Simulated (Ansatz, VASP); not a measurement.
## TePb: VASP beside Ansatz

```xyz
2
Lattice="0.0000 3.2223 3.2223 3.2223 0.0000 3.2223 3.2223 3.2223 0.0000" Properties=species:S:1:pos:R:3 pbc="T T T"
Te    3.2223    3.2223    3.2223
Pb    0.0000    0.0000    0.0000
```

Alike in both runs: functional PBEsol; k mesh 9 × 9 × 9; occupations fermi-dirac, width 0.05 eV; no spin polarisation.

Ansatz relaxed the structure, and its values are those at the end. VASP's run is a single point on that final structure, the one shown.

|  | VASP | Ansatz |
| --- | --- | --- |
| version | VASP 6.6.1 | Ansatz 0.2.0 |
| potentials or method | VASP PAW PBE potentials, release 64 (Te, Pb_d) | PAW with Ansatz's default frozen-core files, scalar-relativistic |
| plane-wave cutoff (eV) | 520 | 420 |
| valence electrons in the cell | 20 | 30 |

```tsv
	VASP	Ansatz	Ansatz less VASP
pressure (GPa)	-0.1	0.0	+0.03
```

VASP's potentials were made for PBE, not for PBEsol. The functional is the same, so the differences come from potentials, cutoffs and numerics. VASP's potentials hold 20 valence electrons a cell and Ansatz's 30, so a difference there can come from the potentials and not from the codes.

Neither program's run includes spin-orbit coupling.
